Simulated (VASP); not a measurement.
Wanted: the native input for a VASP 6.6.1 run.

```
Task                   : relaxation of cell and atoms
Functional             : PBE
Potentials or basis    : VASP PAW PBE potentials, release 64 (Sr_sv)
Cutoff                 : 600 eV
k mesh                 : 14 × 14 × 14
Occupations            : gaussian, width 0.1 eV
Spin                   : no spin polarisation
Dipole correction      : no
Further INCAR settings : ALGO = Normal; EDIFF = 1e-06; IBRION = 2; EDIFFG = -0.01; NSW = 80; ISIF = 3
```

The structure of Sr lies in POSCAR:

```
Sr
1.0
    0.0000000000      2.8325057364      2.8325057364
    2.8325057364      0.0000000000      2.8325057364
    2.8325057364      2.8325057364      0.0000000000
Sr
1
Direct
    0.0000000000      0.0000000000      0.0000000000
```

One way to write it, as run:

INCAR

```
SYSTEM = Sr
PREC = Accurate
ENCUT = 600
EDIFF = 1E-6
ISMEAR = 0
SIGMA = 0.1
LREAL = .False.
LASPH = .True.
NELM = 100
ALGO = Normal
ISIF = 3
LWAVE = .False.
LCHARG = .False.
GGA = PE
IBRION = 2
NSW = 80
EDIFFG = -0.01
```

KPOINTS

```
regular mesh
0
Gamma
  14 14 14
  0 0 0
```

Potentials or basis: VASP PAW PBE potentials, release 64 (Sr_sv).

The run is started by

```sh
$ cat potpaw_PBE.64/Sr_sv/POTCAR > POTCAR
$ mpirun -np 1 vasp_std > vasp.out
```

It gave:

```
Relaxed volume                         : 54.74 Å³/atom
Relaxed cell                           : a = 4.262 Å, b = 4.262 Å, c = 4.262 Å, α = 60.00°, β = 60.00°, γ = 60.00°
Space group after relaxing (to 0.05 Å) : Fm-3m (No. 225)
Energy gained by relaxing              : 76.2 meV/atom
Ionic steps                            : 5
Pressure after relaxing                : 0.0 GPa
Band gap on the k mesh                 : zero (band 5 reaches 1.65 eV, above the bottom of band 6 at 1.62 eV)
```

Caveat: the volume moved by over 15 % at a fixed basis, so the end points are rough.

Wall time 100 s on 1 thread of Intel(R) Xeon(R) Platinum 8259CL CPU @ 2.50GHz (Skylake/Cascade Lake), with other jobs on the host, peak memory 0.22 GiB.
